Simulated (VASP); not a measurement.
Set up this calculation in VASP 6.6.1, as the native input.

```
Task                   : single point
Functional             : revPBE
Potentials or basis    : VASP PAW PBE potentials, release 64 (Cu, O)
Cutoff                 : 520 eV
k mesh                 : 6 × 6 × 6
Occupations            : fermi-dirac, width 0.05 eV
Spin                   : no spin polarisation
Dipole correction      : no
Further INCAR settings : ALGO = Normal; EDIFF = 1e-06; NBANDS = 16
```

The structure of CuO lies in POSCAR:

```
CuO
1.0
    0.0000000000      2.3272527300      2.3272527300
    2.3272527300      0.0000000000      2.3272527300
    2.3272527300      2.3272527300      0.0000000000
Cu O
1 1
Direct
    0.0000000000      0.0000000000      0.0000000000
    0.2500000000      0.2500000000      0.2500000000
```

These files were run (other wordings do the same):

INCAR

```
SYSTEM = CuO
ALGO     = Normal         ! electronic algorithm
EDIFF    = 1E-6           ! SCF threshold, eV
ENCUT    = 520            ! plane-wave cutoff, eV
GGA      = RE             ! functional
ISIF     = 2              ! what is computed and relaxed
ISMEAR   = -1             ! smearing method
LASPH    = .True.         ! aspherical terms in the spheres
LCHARG   = .False.        ! write CHGCAR
LREAL    = .False.        ! projectors in reciprocal space
LWAVE    = .False.        ! write WAVECAR
NBANDS   = 16             ! bands
NELM     = 60             ! most SCF steps
PREC     = Accurate       ! precision mode
SIGMA    = 0.05           ! smearing width, eV
```

KPOINTS

```
k-points
0
Gamma
  6 6 6
  0 0 0
```

Potentials or basis: VASP PAW PBE potentials, release 64 (Cu, O).

Launch:

```console
$ cat potpaw_PBE.64/Cu/POTCAR potpaw_PBE.64/O/POTCAR > POTCAR
$ mpirun -np 1 vasp_std > vasp.out
```

Results of the run:

- Pressure: -6.0 GPa

Caveat: the k points lie up to 0.39 Å⁻¹ apart; the PAW data sets were made with another functional, which shifts forces and pressure a little; an odd number of electrons without spin polarisation forces a metal; a magnetic or distorted state may lie lower.

It took 10 s on 1 thread of Intel Xeon 6975P-C, with other jobs on the host, peak memory 0.13 GiB.
